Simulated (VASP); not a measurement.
**PbF2: single point with r2SCAN**

Crystal: PbF2.

```
CELL_PARAMETERS angstrom
0.00000 2.92530 2.92530
2.92530 0.00000 2.92530
2.92530 2.92530 0.00000
ATOMIC_POSITIONS crystal
Pb 0.00000 0.00000 0.00000
F 0.25000 0.25000 0.25000
F 0.75000 0.75000 0.75000
```

This cell differs from its parent crystal: strain -0.015 along x and y, -0.015 along z.

```yaml
Program: VASP 6.6.1
Task: single point
Functional: r2SCAN
Potentials_or_basis: VASP PAW PBE potentials, release 64 (Pb_d, F)
Cutoff: 520 eV
k_mesh: 8 × 8 × 8
Occupations: gaussian, width 0.05 eV
Spin: no spin polarisation
Dipole_correction: no
Further_INCAR_settings: ALGO = Normal; EDIFF = 1e-07; NBANDS = 21
```

| Property | Result |
| --- | --- |
| Pressure | 3.0 GPa |
| Band gap on the k mesh | 4.91 eV, indirect (least direct gap 5.06 eV) |

Levels at points of the mesh, in eV from the valence-band top:
```tsv
k point	band 11	band 12	band 13	band 14	band 15	band 16	band 17	band 18
(0.00, 0.00, 0.00)	-2.93	-2.42	-2.42	-2.42	7.32	7.32	7.32	10.76
(0.50, 0.00, 0.00)	-3.14	-2.59	-2.59	-0.09	5.35	8.35	8.35	13.51
(0.50, 0.50, 0.00)	-1.98	-1.97	-1.97	-0.15	4.91	8.59	8.59	8.97
```

It took 44 s on 1 thread of Intel(R) Xeon(R) 6975P-C (Granite Rapids), on a shared host, peak memory 0.19 GiB.

Caveat: the cell differs from its parent crystal (strain -0.015 along x and y, -0.015 along z); the PAW data sets were made with another functional, which shifts forces and pressure a little; spin-orbit coupling is left out, which moves the levels of the heavy elements. A k mesh can miss the band edges.
